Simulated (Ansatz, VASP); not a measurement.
**Two plane-wave programs on CaSe**

```
CELL_PARAMETERS angstrom
0.00000 2.88651 2.88651
2.88651 0.00000 2.88651
2.88651 2.88651 0.00000
ATOMIC_POSITIONS crystal
Ca 0.50000 0.50000 0.50000
Se 0.00000 0.00000 0.00000
```

Alike in both runs: task single point; functional PBE; k mesh 8 × 8 × 8; occupations gaussian, width 0.02 eV; no spin polarisation.

```csv
,VASP,Ansatz
version,VASP 6.6.1,Ansatz 0.2.0
potentials or method,"VASP PAW PBE potentials, release 64 (Ca_sv, Se), cutoff 520 eV","scalar-relativistic, plane waves, PAW"
valence electrons in the cell,16,26
```

```csv
,VASP,Ansatz,Ansatz less VASP
gap on the k mesh at the Fermi level (eV),1.83,1.84,+0.012
least direct gap on the mesh (eV),2.83,2.84,+0.011
pressure (GPa),5.7,5.5,-0.23
```

VASP's potentials hold 16 valence electrons a cell and Ansatz's 26, so a difference there can come from the potentials and not from the codes.
